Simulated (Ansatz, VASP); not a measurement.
## One calculation of TaNiN2, two programs

File INCAR:

```
SYSTEM = TaNiN2
PREC = Accurate
ENCUT = 600
EDIFF = 1E-7
ISMEAR = -5
SIGMA = 0.1
LREAL = .FALSE.
LASPH = .TRUE.
NELM = 150
ALGO = Normal
ISIF = 3
LWAVE = .FALSE.
LCHARG = .FALSE.
LMAXMIX = 4
LDAU = .TRUE.
LDAUTYPE = 2
LDAUL = -1 2 -1
LDAUU = 0 5 0
LDAUJ = 0 0 0
LDAUPRINT = 1
GGA = PE
IBRION = 2
NSW = 60
EDIFFG = -0.01
```

KPOINTS

```
regular mesh
0
G
  7 7 7
  0 0 0
```

POSCAR

```
TaNiN2
1.0
    3.0811117000      0.0000000000      0.0000000000
   -1.5405563500      2.6683251200      0.0000000000
    0.0000000000     -1.7788807500      5.7109336900
Ta Ni N
1 1 2
Direct
    0.5000000000      0.0000000000      0.5000000000
    0.0000000000      0.0000000000      0.0000000000
    0.1190000000      0.2380000000      0.3570000000
    0.8810000000      0.7620000000      0.6430000000
```

Input for Ansatz:

```yaml
crystal:
  lattice:
    - [3.0811117, 0.0, 0.0]
    - [-1.54055635, 2.66832512, 0.0]
    - [0.0, -1.77888075, 5.71093369]
  atoms:
    - { symbol: Ta, position: [0.5, 0.0, 0.5] }
    - { symbol: Ni, position: [0.0, 0.0, 0.0] }
    - { symbol: "N", position: [0.119, 0.238, 0.357] }
    - { symbol: "N", position: [0.881, 0.762, 0.643] }
  symmetry: { tolerance: 0.0003 }
kpoints:
  mp_grid: { grid: [7, 7, 7], shift: [0, 0, 0] }
magnetization:
  spin_polarized: false
scf:
  occupations: { method: tetrahedron }
hamiltonian:
  pseudopotentials: { kind: paw }
  xc: pbe
  hubbard: { sites: [{ species: Ni, l: d, u_eff: 5.0 }], double_counting: fll }
basis:
  ecutwfc: 420
output:
  forces: true
  stress: true
  eigenvalues: true
relax:
  max_steps: 40
  cell: {}
```

Alike in both runs: task relaxation of cell and atoms; functional PBE; k mesh 7 × 7 × 7; occupations tetrahedron; no spin polarisation; Hubbard terms Ni d U = 5.0 eV.

```csv
,VASP,Ansatz
version,VASP 6.6.1,Ansatz 0.2.0
potentials or method,"VASP PAW PBE potentials, release 64 (Ta_pv, Ni, N), cutoff 600 eV",PAW plane waves
valence electrons in the cell,31,41
```

|  | VASP | Ansatz | Ansatz less VASP |
| --- | --- | --- | --- |
| gap on the k mesh at the Fermi level, each at its own relaxed structure (eV) | none | none | - |
| relaxed volume (Å³/atom) | 12.33 | 12.43 | +0.093 |
| relaxed cell length with the largest relative difference (Å) | 6.101 | 6.149 | +0.0483 |

The programs project onto different local orbitals, so the same U acts differently, and such runs can settle in different states. A gap of «none» marks a metal or a gap that the smearing closes. VASP's potentials hold 31 valence electrons a cell and Ansatz's 41, so a difference there can come from the potentials and not from the codes. Ansatz's warnings: band table not solved further, filled band counts differ across k points, forces under tetrahedra, structure snapped to symmetry, tetrahedron derivatives may miss energy slope.

Spin-orbit coupling is off throughout.
